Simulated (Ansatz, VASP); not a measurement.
## One calculation of P, two programs

```
CELL_PARAMETERS angstrom
4.27290 0.00000 0.00000
0.00000 4.27290 0.00000
0.00000 0.00000 4.29044
ATOMIC_POSITIONS crystal
P 0.00000 0.00000 0.00000
```

Change from the starting cell: zz strain of -2 %, PAW files.

Alike in both runs: task electric field gradients; functional PBEsol; k mesh 10 × 10 × 9; occupations fermi-dirac, width 0.08 eV; no spin polarisation.

|  | VASP | Ansatz |
| --- | --- | --- |
| version | VASP 6.6.1 | Ansatz 0.2.0 |
| potentials or method | VASP PAW PBE potentials, release 64 (P) | PAW with Ansatz's default frozen-core files, scalar-relativistic |
| plane-wave cutoff (eV) | 400 | 420 |
| valence electrons in the cell | 5 | 5 |

```csv
,VASP,Ansatz,Ansatz less VASP
pressure (GPa),-4.0,-4.0,0.00
"traceless stress, the component that is largest in VASP (GPa)",0.07,0.07,0.000
size of Vzz on the site where it differs most (V/Å²),0.1,0.2,+0.03
```

VASP's potentials were made for PBE, not for PBEsol.
